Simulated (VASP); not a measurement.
# Li (P6_3/mmc) in VASP: notebook, part 2 of 2

VASP 6.6.1. The steps go on from the part before.

## 4. Single point, PBE

This run uses another cell than the first one, of 11.11 Å³/atom.

File INCAR:

```
SYSTEM = Li
ALGO = Normal
EDIFF = 1E-6
ENCUT = 520
GGA = PE
ISIF = 2
ISMEAR = -1
LASPH = .True.
LCHARG = .False.
LREAL = .False.
LWAVE = .False.
NBANDS = 14
NELM = 60
PREC = Accurate
SIGMA = 0.05
```

File KPOINTS:

```
k-points
0
Gamma
  10 10 6
  0 0 0
```

File POSCAR:

```
Li
1.0
    2.5427170651      0.0000000000      0.0000000000
   -1.2713585326      2.2020575730      0.0000000000
    0.0000000000      0.0000000000      7.9367023344
Li
4
Direct
    0.0000000000      0.0000000000      0.0000000000
    0.0000000000      0.0000000000      0.5000000000
    0.3333333333      0.6666666667      0.2500000000
    0.6666666667      0.3333333333      0.7500000000
```

Launch:

```console
$ cat potpaw_PBE.64/Li_sv/POTCAR > POTCAR
$ mpirun -np 1 vasp_std > vasp.out
```

Wall time 45 s (1 thread of Intel Xeon 8259CL, shared host); peak memory 0.16 GiB.

Results (log left out):

```yaml
Free_energy: -5.9776 eV
Band_gap_on_the_k_mesh: zero (bands 6 and 7 overlap by 4.58 eV)
```

Levels at points of the mesh, in eV from the Fermi level:
```
           k point  band 4  band 5  band 6  band 7  band 8  band 9
(0.00, 0.00, 0.00)  -45.58   -4.07   -2.73   -2.73    0.07    6.01
(0.50, 0.00, 0.00)  -45.55   -0.45    0.66    0.67    1.92    5.75
(0.00, 0.00, 0.50)  -45.60   -3.74   -3.74   -1.12   -1.12    8.33
(0.50, 0.00, 0.50)  -45.56   -0.15   -0.15    1.57    1.57    6.08
```

Caveat: the cutoff is under 1.25 times the usual one of these potentials, so pressure, stress and relaxed cells hold a basis-set (Pulay) error.

## 5. Single point, PBE

This run uses another cell than the first one, of 15.15 Å³/atom.

File INCAR:

```
  ALGO = Normal
  EDIFF = 1E-7
  ENCUT = 520
  GGA = PE
  ISIF = 2
  ISMEAR = -1
  LASPH = T
  LCHARG = T
  LELF = T
  LREAL = F
  LVHAR = T
  LWAVE = F
  NBANDS = 14
  NELM = 100
  PREC = Accurate
  SIGMA = 0.05
```

File KPOINTS:

```
k-points
0
Gamma
  10 10 6
```

File POSCAR:

```
Li
1.0
    2.8100210103      0.0000000000      0.0000000000
   -1.4050105051      2.4335495801      0.0000000000
    0.0000000000      0.0000000000      8.8616707003
Li
4
Direct
    0.0000000000      0.0000000000      0.0000000000
    0.0000000000      0.0000000000      0.5000000000
    0.3333333333      0.6666666667      0.2500000000
    0.6666666667      0.3333333333      0.7500000000
```

Potentials or basis: VASP PAW PBE potentials, release 64 (Li_sv).

Launch:

```console
$ cat potpaw_PBE.64/Li_sv/POTCAR > POTCAR
$ mpirun -np 1 vasp_std > vasp.out
```

OUTCAR:

```text
EDIFF = 1E-7
   ENCUT = 520
   GGA = PE
   ISIF = 2
   ISMEAR = -1
   LASPH = T
   LREAL = F
   NELM = 100
   PREC = Accurate

 ion  position               nearest neighbor table
   1  0.000  0.000  0.000-
   2  0.000  0.000  0.500-
   3  0.333  0.667  0.250-
   4  0.667  0.333  0.750-

  LATTYP: Found a hexagonal cell.
 ALAT       =     2.8100210103
 C/A-ratio  =     3.1535958869

[... 595 lines left out ...]
     10       6.2872      0.00000
     11       7.0099      0.00000
     12       8.8485      0.00000
     13       8.9883      0.00000
     14      10.3129      0.00000

 [... further k-points ...]
[... 5 lines left out ...]
  --------------------------------------------------------------------------------------
  -------------------------------------------------------------------------------------
  Total        2.3902059      2.3902059      2.3657137      0.0000000      0.0000000      0.0000000
  in kB       63.1946801     63.1946801     62.5471322      0.0000000      0.0000000      0.0000000
  external PRESSURE =      62.9788308 kB  Pullay stress =       0.0000000 kB

 VOLUME and BASIS-vectors are now :
 -----------------------------------------------------------------------------
  energy-cutoff  :      520.00
  volume of cell :       60.60
      direct lattice vectors                 reciprocal lattice vectors
     2.810021010  0.000000000  0.000000000     0.355869225  0.205461193  0.000000000
    -1.405010505  2.433549580  0.000000000     0.000000000  0.410922386  0.000000000
     0.000000000  0.000000000  8.861670700     0.000000000  0.000000000  0.112845538

 POSITION                                       TOTAL-FORCE (eV/Angst)
 -----------------------------------------------------------------------------------
      0.00000      0.00000      0.00000        -0.000000      0.000000     -0.000000
      0.00000      0.00000      4.43084        -0.000000      0.000000     -0.000000
     -0.00000      1.62237      2.21542         0.000000      0.000000      0.000000
      1.40501      0.81118      6.64625        -0.000000     -0.000000      0.000000
 -----------------------------------------------------------------------------------
    total drift:                               -0.000000      0.000000      0.000000

  FREE ENERGIE OF THE ION-ELECTRON SYSTEM (eV)
  ---------------------------------------------------
  free  energy   TOTEN  =        -7.2983862175 eV

  energy  without entropy=       -7.2850902169  energy(sigma->0) =       -7.29173822
```

It took 73 s on 1 thread of Intel Xeon 8259CL, shared host; peak memory 0.19 GiB.

What came out:

- Free energy: -7.2984 eV
- Band gap on the k mesh: zero (bands 6 and 7 overlap by 4.26 eV)

Caveat: the cutoff is under 1.25 times the usual one of these potentials, so pressure, stress and relaxed cells hold a basis-set (Pulay) error.

## 6. The runs side by side

| cell | gap on the mesh (eV) |
| --- | --- |
| a = 2.276, b = 2.276, c = 7.206 Å, angles 90.0, 90.0, 120.0°, 4 atoms | none |
| a = 2.543, b = 2.543, c = 7.937 Å, angles 90.0, 90.0, 120.0°, 4 atoms | none |
| a = 2.810, b = 2.810, c = 8.862 Å, angles 90.0, 90.0, 120.0°, 4 atoms | none |

Alike in all rows: task single point; level PBE; potentials or basis VASP PAW PBE potentials, release 64 (Li_sv); no spin polarisation; k mesh 10 × 10 × 6; cutoff (eV) 520; smearing fermi-dirac 0.05 eV.

Caveats: the cutoff is under 1.25 times the usual one of these potentials, so pressure, stress and relaxed cells hold a basis-set (Pulay) error.

Total energies depend on the potentials used, so only differences within one code and one set of settings carry meaning.
